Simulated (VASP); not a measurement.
# SnO: single point with PBEsol

SnO:

```
Sn O
1.0
     0.00000    2.68664    2.68664
     2.68664    0.00000    2.68664
     2.68664    2.68664    0.00000
Sn O
1 1
Direct
  0.00000 0.00000 0.00000
  0.75000 0.75000 0.75000
```

* Program: VASP 6.6.1
* Task: single point
* Functional: PBEsol
* Potentials or basis: VASP PAW PBE potentials, release 64 (Sn_d, O)
* Cutoff: 520 eV
* k mesh: 8 × 8 × 8
* Occupations: fermi-dirac, width 0.03 eV
* Spin: no spin polarisation
* Dipole correction: no
* Further INCAR settings: ALGO = Normal; EDIFF = 1e-06; NBANDS = 17

* Pressure: 0.1 GPa
* Band gap on the k mesh: zero (band 10 reaches 6.32 eV, above the bottom of band 11 at 6.12 eV)

Levels at points of the mesh, in eV from the Fermi level:
```csv
k point,band 8,band 9,band 10,band 11,band 12,band 13
"(0.00, 0.00, 0.00)",-3.82,-3.82,-3.82,4.51,4.51,4.51
"(0.50, 0.00, 0.00)",-4.26,-4.26,-2.43,1.61,4.64,4.64
"(0.50, 0.50, 0.00)",-5.04,-5.04,-0.76,-0.12,5.25,5.29
```

Run time: 16 s on 1 thread of Intel Xeon 6975P-C, with other jobs on the host, peak memory 0.16 GiB.

Caveat: the PAW data sets were made with another functional, which shifts forces and pressure a little; spin-orbit coupling is left out, which moves the levels of the heavy elements.
